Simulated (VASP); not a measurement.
# GaSb (zincblende type) (F-43m) in VASP: further runs

GaSb (zincblende type) is run at these levels: PBE; tasks: density of states.

Program: VASP 6.6.1. These are calculated values, not measurements. Logs are shortened: lines on timing, memory, paths and dates and some standing lists are left out, and cuts for length are marked.

## (1) The cell of the first run

The structure is cubic, space group F-43m (No. 216). Conventional cell: a = 5.570 Å, b = 5.570 Å, c = 5.570 Å, α = 90.00°, β = 90.00°, γ = 90.00°. Within 3.2 Å of Ga (site symmetry -43m) lie 4 Sb at 2.41 Å. Sb (site symmetry -43m) has 4 Ga at 2.41 Å within 3.2 Å.

## (2) Density of states, PBE (volume scaled by 0.72)

File POSCAR:

```
GaSb
1.0
    0.0000000000      2.7849533002      2.7849533002
    2.7849533002      0.0000000000      2.7849533002
    2.7849533002      2.7849533002      0.0000000000
Ga Sb
1 1
Direct
    0.0000000000      0.0000000000      0.0000000000
    0.2500000000      0.2500000000      0.2500000000
```

File INCAR.step1:

```
  ALGO = Normal
  EDIFF = 1E-7
  ENCUT = 520
  GGA = PE
  ISIF = 2
  ISMEAR = -1
  LASPH = True
  LCHARG = True
  LREAL = False
  LWAVE = False
  NBANDS = 16
  NELM = 100
  PREC = Accurate
  SIGMA = 0.05
```

File KPOINTS.step1:

```
k-points
0
Gamma
  12 12 12
```

File INCAR.step2:

```
  ALGO = Normal
  EDIFF = 1E-7
  ENCUT = 520
  GGA = PE
  ICHARG = 11
  ISIF = 2
  ISMEAR = -5
  LASPH = True
  LCHARG = False
  LORBIT = 11
  LREAL = False
  LWAVE = False
  NBANDS = 16
  NEDOS = 1001
  NELM = 100
  PREC = Accurate
  SIGMA = 0.05
```

File KPOINTS.step2:

```
k-points
0
Gamma
  18 18 18
```

Potentials or basis: VASP PAW PBE potentials, release 64 (Ga_d, Sb).

Run with:

```bash
$ cat potpaw_PBE.64/Ga_d/POTCAR potpaw_PBE.64/Sb/POTCAR > POTCAR
$ cp INCAR.step1 INCAR
$ cp KPOINTS.step1 KPOINTS
$ mpirun -np 1 vasp_std > vasp.out
$ cp INCAR.step2 INCAR
$ cp KPOINTS.step2 KPOINTS
$ mpirun -np 1 vasp_std > vasp.out
```

OUTCAR:

```text
EDIFF = 1E-7
   ENCUT = 520
   GGA = PE
   ICHARG = 11
   ISIF = 2
   ISMEAR = -5
   LASPH = True
   LORBIT = 11
   LREAL = False
   NELM = 100
   PREC = Accurate

 ion  position               nearest neighbor table
   1  0.000  0.000  0.000-   2 2.41   2 2.41   2 2.41   2 2.41
   2  0.250  0.250  0.250-   1 2.41   1 2.41   1 2.41   1 2.41

  LATTYP: Found a face centered cubic cell.
 ALAT       =     5.5699066004

  Lattice vectors:

 A1 = (   0.0000000000,   2.7849533002,   2.7849533002)
 A2 = (   2.7849533002,   0.0000000000,   2.7849533002)
 A3 = (   2.7849533002,   2.7849533002,   0.0000000000)

Analysis of symmetry for initial positions (statically):
=====================================================================
 Subroutine PRICEL returns:
 Original cell was already a primitive cell.

 Routine SETGRP: Setting up the symmetry group for a
 face centered cubic supercell.

 Subroutine GETGRP returns: Found 24 space group operations
 (whereof 24 operations were pure point group operations)
 out of a pool of 48 trial point group operations.

The static configuration has the point symmetry T_d .

Analysis of symmetry for dynamics (positions and initial velocities):
=====================================================================
 Subroutine PRICEL returns:
 Original cell was already a primitive cell.

 Routine SETGRP: Setting up the symmetry group for a
 face centered cubic supercell.

 Subroutine GETGRP returns: Found 24 space group operations
 (whereof 24 operations were pure point group operations)
 out of a pool of 48 trial point group operations.

The dynamic configuration has the point symmetry T_d .

 Subroutine INISYM returns: Found 24 space group operations
 (whereof 24 operations are pure point group operations),
 and found     1 'primitive' translations

----------------------------------------------------------------------------------------

                                     Primitive cell

  volume of cell :      43.2000

  direct lattice vectors                    reciprocal lattice vectors
     0.000000000  2.784953300  2.784953300    -0.179536224  0.179536224  0.179536224
     2.784953300  0.000000000  2.784953300     0.179536224 -0.179536224  0.179536224
     2.784953300  2.784953300  0.000000000     0.179536224  0.179536224 -0.179536224

  length of vectors
     3.938518728  3.938518728  3.938518728     0.310965862  0.310965862  0.310965862

  position of ions in fractional coordinates (direct lattice)
     0.000000000  0.000000000  0.000000000
     0.250000000  0.250000000  0.250000000

  ion indices of the primitive-cell ions
   primitive index   ion index
                 1           1
                 2           2

----------------------------------------------------------------------------------------

 KPOINTS: k-points

Automatic generation of k-mesh.
 Grid dimensions read from file:
 generate k-points for:   18   18   18

 Generating k-lattice:

  Cartesian coordinates                     Fractional coordinates (reciprocal lattice)
    -0.009974235  0.009974235  0.009974235     0.055555556  0.000000000  0.000000000
     0.009974235 -0.009974235  0.009974235     0.000000000  0.055555556  0.000000000
     0.009974235  0.009974235 -0.009974235     0.000000000  0.000000000  0.055555556

  Length of vectors
     0.017275881  0.017275881  0.017275881

  Shift w.r.t. Gamma in fractional coordinates (k-lattice)
     0.000000000  0.000000000  0.000000000

 TETIRR: Found    806 inequivalent tetrahedra from    34992

 Subroutine IBZKPT returns following result:
 ===========================================

 Found    195 irreducible k-points:

 Following reciprocal coordinates:
            Coordinates               Weight
  0.000000  0.000000  0.000000      1.000000
  0.055556  0.000000  0.000000      8.000000
  0.111111  0.000000  0.000000      8.000000
  0.166667  0.000000  0.000000      8.000000
  0.222222  0.000000  0.000000      8.000000
  0.277778  0.000000  0.000000      8.000000
[... 16 lines left out ...]
 -0.277778  0.055556  0.000000     24.000000
 -0.222222  0.055556  0.000000     24.000000
 [... further k-points ...]
   k-points           NKPTS =    195   k-points in BZ     NKDIM =    195   number of bands    NBANDS=     16
   number of dos      NEDOS =   1001   number of ions     NIONS =      2
   total plane-waves  NPLWV =  27000
   dimension x,y,z NGX =    30 NGY =   30 NGZ =   30
   dimension x,y,z NGXF=    60 NGYF=   60 NGZF=   60
   ions per type =               1   1
   NGX,Y,Z   is equivalent  to a cutoff of  12.66, 12.66, 12.66 a.u.
   NGXF,Y,Z  is equivalent  to a cutoff of  25.33, 25.33, 25.33 a.u.
 SYSTEM =  unknown system
   PREC   = accura    normal or accurate (medium, high low for compatibility)
   ISTART =      0    job   : 0-new  1-cont  2-samecut
   ICHARG =     11    charge: 1-file 2-atom 10-const
   ISPIN  =      1    spin polarized calculation?
   LNONCOLLINEAR =      F non collinear calculations
   LSORBIT =      F    spin-orbit coupling
   LASPH  =      T    aspherical Exc in radial PAW
   ENCUT  =  520.0 eV  38.22 Ry    6.18 a.u.   7.32  7.32  7.32*2*pi/ulx,y,z
   NELM   =    100;   NELMIN=  2; NELMDL=  0     # of ELM steps
   EDIFF  = 0.1E-06   stopping-criterion for ELM
   LREAL  =      F    real-space projection
   EDIFFG = 0.1E-05   stopping-criterion for IOM
   NSW    =      0    number of steps for IOM
   IBRION =     -1    ionic relax: 0-MD 1-quasi-New 2-CG
   NFREE  =      0    steps in history (QN), initial steepest desc. (CG)
   ISIF   =      2    stress and relaxation
   ISYM   =      2    0-nonsym 1-usesym 2-fastsym
   POTIM  = 0.5000    time-step for ionic-motion
   TEBEG  =    0.0;   TEEND  =   0.0 temperature during run
   PSTRESS=    0.0 pullay stress
   NELECT =      18.0000    total number of electrons
   NUPDOWN=      -1.0000    fix difference up-down
   EMIN   =  10.00;   EMAX   =-10.00  energy-range for DOS
   EFERMI =   0.00;   METHOD = LEGACY
   ISMEAR =    -5;   SIGMA  =   0.05  broadening in eV -4-tet -1-fermi 0-gaus
   EFERMI_NEDOS =   21; number of points for ismear=-14 and -15
   IALGO  =     38    algorithm
   IMIX   =      4    mixing-type and parameters
     AMIX     =   0.40;   BMIX     =  1.00
     AMIX_MAG =   1.60;   BMIX_MAG =  1.00
  volume/ion in A,a.u.               =      21.60       145.76
  Fermi-wavevector in a.u.,A,eV,Ry     =   1.222750  2.310663 20.342317  1.495118
  Thomas-Fermi vector in A             =   2.357886
   LORBIT       =     11    0 simple, 1 ext, 2 COOP (PROOUT), +10 PAW based schemes
   GGA     = PE    functional components
   LHFCALC =     F    Hartree Fock is set to
   AEXX    =    0.0000 exact exchange contribution
   IVDW    =     0    specifies the selected vdW correction
   LEPSILON=     F    determine dielectric tensor
   LRPA    =     F    only Hartree local field effects (RPA)
 non-spin polarized calculation
 Fermi weights with tetrahedron method with Bloechl corrections
  energy-cutoff  :      520.00
  volume of cell :       43.20
 maximum number of plane-waves:      1211
 NGX is ok and might be reduce to    30

 number of electron      18.0000014 magnetization

 Free energy of the ion-electron system (eV)
  ---------------------------------------------------
  ext. energy  EPLUGINS =         0.00000000
  ---------------------------------------------------
  free energy    TOTEN  =        -6.13622759 eV

  energy without entropy =       -6.13622759  energy(sigma->0) =       -6.13622759

 E-fermi :   8.2928     XC(G=0): -10.3813

 val. band max:        8.2664281871   @ k =   0.0000   0.0000   0.0000
 cond. band min:       8.5783588257   @ k =   0.3889   0.3889   0.0000
 fundamental gap:      0.3119306386
 Fermi energy:         8.2928166807

 k-point     1 :       0.0000    0.0000    0.0000
  band No.  band energies     occupation
      1      -7.6482      2.00000
      2      -7.6482      2.00000
      3      -7.6482      2.00000
      4      -7.5359      2.00000
      5      -7.5359      2.00000
      6      -5.5755      2.00000
[... 8 lines left out ...]
     15      17.3695      0.00000
     16      17.3695      0.00000

 k-point     2 :       0.0556    0.0000    0.0000
  band No.  band energies     occupation
      1      -7.6512      2.00000
      2      -7.6472      2.00000
      3      -7.6472      2.00000
      4      -7.5361      2.00000
      5      -7.5361      2.00000
      6      -5.5308      2.00000
[... 8 lines left out ...]
     15      16.8284      0.00000
     16      16.8284      0.00000

 k-point     3 :       0.1111    0.0000    0.0000
  band No.  band energies     occupation
      1      -7.6599      2.00000
      2      -7.6444      2.00000
      3      -7.6444      2.00000
      4      -7.5366      2.00000
      5      -7.5366      2.00000
      6      -5.3978      2.00000
[... 8 lines left out ...]
     15      16.2765      0.00000
     16      16.2765      0.00000

 k-point     4 :       0.1667    0.0000    0.0000
  band No.  band energies     occupation
      1      -7.6724      2.00000
      2      -7.6403      2.00000
      3      -7.6403      2.00000
      4      -7.5373      2.00000
      5      -7.5373      2.00000
      6      -5.1794      2.00000
[... 8 lines left out ...]
     15      15.9339      0.00000
     16      15.9339      0.00000
[... 324 lines left out ...]
 k-point    22 :      -0.3333    0.0556    0.0000
  band No.  band energies     occupation
      1      -7.7193      2.00000
      2      -7.6253      2.00000
      3      -7.6239      2.00000
      4      -7.5391      2.00000
      5      -7.5369      2.00000
      6      -3.9018      2.00000
[... 8 lines left out ...]
     15      16.4949      0.00000
     16      18.1793      0.00000

 k-point    23 :      -0.2778    0.0556    0.0000
  band No.  band energies     occupation
      1      -7.7075      2.00000
      2      -7.6293      2.00000
      3      -7.6272      2.00000
      4      -7.5396      2.00000
      5      -7.5371      2.00000
      6      -4.3373      2.00000
[... 8 lines left out ...]
     15      15.9082      0.00000
     16      17.3716      0.00000

 k-point    24 :      -0.2222    0.0556    0.0000
  band No.  band energies     occupation
      1      -7.6938      2.00000
      2      -7.6341      2.00000
      3      -7.6314      2.00000
      4      -7.5395      2.00000
      5      -7.5370      2.00000
      6      -4.7272      2.00000
[... 8 lines left out ...]
     15      15.7973      0.00000
     16      16.8045      0.00000

 [... further k-points ...]
[... 5 lines left out ...]
  --------------------------------------------------------------------------------------
  -------------------------------------------------------------------------------------
  Total        8.5894258      8.5894258      8.5894258      0.0000000      0.0000000     -0.0000000
  in kB      318.5597986    318.5597986    318.5597986      0.0000000      0.0000000     -0.0000000
  external PRESSURE =     318.5597986 kB  Pullay stress =       0.0000000 kB

 VOLUME and BASIS-vectors are now :
 -----------------------------------------------------------------------------
  energy-cutoff  :      520.00
  volume of cell :       43.20
      direct lattice vectors                 reciprocal lattice vectors
     0.000000000  2.784953300  2.784953300    -0.179536224  0.179536224  0.179536224
     2.784953300  0.000000000  2.784953300     0.179536224 -0.179536224  0.179536224
     2.784953300  2.784953300  0.000000000     0.179536224  0.179536224 -0.179536224

 POSITION                                       TOTAL-FORCE (eV/Angst)
 -----------------------------------------------------------------------------------
      0.00000      0.00000      0.00000        -0.000000     -0.000000     -0.000000
      1.39248      1.39248      1.39248         0.000000      0.000000      0.000000
 -----------------------------------------------------------------------------------
    total drift:                               -0.000000     -0.000000     -0.000000

  FREE ENERGIE OF THE ION-ELECTRON SYSTEM (eV)
  ---------------------------------------------------
  free  energy   TOTEN  =        -6.1362275937 eV

  energy  without entropy=       -6.1362275937  energy(sigma->0) =       -6.13622759

 total charge

# of ion       s       p       d       tot
------------------------------------------
    1        0.929   1.094  10.005  12.028
    2        1.112   1.558   0.054   2.723
--------------------------------------------------
tot          2.041   2.651  10.059  14.751
```

It took 1.8 min on 1 thread of Intel Xeon 6975P-C, shared host; peak memory 0.27 GiB.

Results:

```
Valence electrons inside the program's atomic spheres : Ga 12.03; Sb 2.72
```

Caveat: spin-orbit coupling is left out, which moves the levels of the heavy elements.

## (3) Density of states, PBE (volume scaled by 0.8)

File POSCAR:

```
GaSb
1.0
    0.0000000000      2.8844991407      2.8844991407
    2.8844991407      0.0000000000      2.8844991407
    2.8844991407      2.8844991407      0.0000000000
Ga Sb
1 1
Direct
    0.0000000000      0.0000000000      0.0000000000
    0.2500000000      0.2500000000      0.2500000000
```

File INCAR.step1:

```
PREC = Accurate ; ENCUT = 520
EDIFF = 1E-6 ; ISMEAR = -1
SIGMA = 0.05 ; LREAL = False
LASPH = True ; NELM = 80
ALGO = Normal ; ISIF = 2
LWAVE = False ; LCHARG = True
GGA = PE ; NBANDS = 16
```

File KPOINTS.step1:

```
Automatic mesh
0
Gamma
  12 12 12
```

File INCAR.step2:

```
PREC = Accurate ; ENCUT = 520
EDIFF = 1E-6 ; ISMEAR = -5
SIGMA = 0.05 ; LREAL = False
LASPH = True ; NELM = 80
ALGO = Normal ; ISIF = 2
LWAVE = False ; LCHARG = False
GGA = PE ; LORBIT = 10
NEDOS = 2001 ; ICHARG = 11
```

File KPOINTS.step2:

```
Automatic mesh
0
Gamma
  18 18 18
```

Potentials or basis: VASP PAW PBE potentials, release 64 (Ga_d, Sb).

Run with:

```bash
$ cat potpaw_PBE.64/Ga_d/POTCAR potpaw_PBE.64/Sb/POTCAR > POTCAR
$ cp INCAR.step1 INCAR
$ cp KPOINTS.step1 KPOINTS
$ mpirun -np 1 vasp_std > vasp.out
$ cp INCAR.step2 INCAR
$ cp KPOINTS.step2 KPOINTS
$ mpirun -np 1 vasp_std > vasp.out
```

Wall time 98 s (1 thread of Intel Xeon 6975P-C, shared host); peak memory 0.27 GiB.

Results (log left out):

- Valence electrons inside the program's atomic spheres: Ga 11.86; Sb 2.62

Levels at points of the mesh, in eV from the valence-band top:
| k point | band 5 | band 6 | band 7 | band 8 | band 9 | band 10 | band 11 | band 12 | band 13 |
| --- | --- | --- | --- | --- | --- | --- | --- | --- | --- |
| (0.00, 0.00, 0.00) | -15.41 | -12.86 | 0.00 | 0.00 | 0.00 | 1.37 | 2.69 | 2.69 | 2.69 |
| (0.50, 0.00, 0.00) | -15.41 | -10.73 | -7.38 | -1.48 | -1.48 | 0.81 | 3.69 | 3.69 | 6.25 |
| (0.50, 0.50, 0.00) | -15.41 | -9.62 | -7.73 | -3.27 | -3.27 | 0.63 | 0.86 | 9.86 | 9.86 |

Caveat: spin-orbit coupling is left out, which moves the levels of the heavy elements.
